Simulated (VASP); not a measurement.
Here is a VASP 6.6.1 calculation.

INCAR

```
  PREC = Accurate
  ENCUT = 520
  EDIFF = 1E-6
  ISMEAR = 0
  SIGMA = 0.15
  LREAL = False
  LASPH = True
  NELM = 100
  ALGO = Fast
  ISIF = 2
  LWAVE = False
  LCHARG = True
  GGA = PE
  LELF = True
  LVHAR = True
  NBANDS = 12
```

Contents of KPOINTS:

```
Automatic mesh
0
Gamma
  24 24 24
```

Contents of POSCAR:

```
Cu
1.0
    0.0000000000      2.1343853302      1.4507417090
    2.1343853302      0.0000000000      1.4507417090
    2.1343853302      2.1343853302      0.0000000000
Cu
1
Direct
    0.0000000000      0.0000000000      0.0000000000
```

Potentials or basis: VASP PAW PBE potentials, release 64 (Cu).

Command:

```console
$ cat potpaw_PBE.64/Cu/POTCAR > POTCAR
$ mpirun -np 1 vasp_std > vasp.out
```

(1) Estimate the pressure.

(2) Predict the band gap on the k mesh.

Results:

(1) -9.8 GPa.

(2) zero (an odd number of electrons rules out a gap without spin polarisation).

Caveat: the cell stands under tension.
